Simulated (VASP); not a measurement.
Here is a VASP 6.6.1 calculation.

INCAR

```
ALGO = Normal
EDIFF = 1E-7
EDIFFG = -0.01
ENCUT = 600
GGA = PE
IBRION = 2
ISIF = 3
ISMEAR = 0
IVDW = 12
LASPH = True
LCHARG = False
LREAL = False
LWAVE = False
NELM = 100
NSW = 100
PREC = Accurate
SIGMA = 0.1
```

Contents of KPOINTS:

```
k-points
0
Gamma
  14 14 14
```

File POSCAR:

```
RbSi2
1.0
   -2.4437210419      2.4437210419      4.5338904191
    2.4437210419     -2.4437210419      4.5338904191
    2.4437210419      2.4437210419     -4.5338904191
Rb Si
1 2
Direct
    0.0000000000      0.0000000000      0.0000000000
    0.3790769310      0.3790769310      0.0000000000
    0.6209230690      0.6209230690      0.0000000000
```

Potentials or basis: VASP PAW PBE potentials, release 64 (Rb_sv, Si).

Launch:

```sh
$ cat potpaw_PBE.64/Rb_sv/POTCAR potpaw_PBE.64/Si/POTCAR > POTCAR
$ mpirun -np 1 vasp_std > vasp.out
```

Q: Estimate the band gap on the k mesh.

A: Zero (an odd number of electrons rules out a gap without spin polarisation).

Q: Estimate the relaxed cell.

A: a = 5.713 Å, b = 5.713 Å, c = 5.713 Å, α = 129.12°, β = 129.12°, γ = 74.81°.

Step by step:
| step | energy change (eV) | largest force (eV/Å) | pressure (GPa) | volume (Å³) |
| --- | --- | --- | --- | --- |
| 1 | 0.0000 | 0.0075 | 0.08 | 108.30 |
| 2 | -0.0001 | 0.0122 | 0.05 | 108.58 |
| 3 | -0.0003 | 0.0254 | -0.03 | 109.43 |
| 4 | -0.0003 | 0.0234 | -0.01 | 109.30 |
| 5 | -0.0003 | 0.0244 | 0.04 | 109.37 |
| 6 | -0.0003 | 0.0027 | 0.01 | 109.33 |
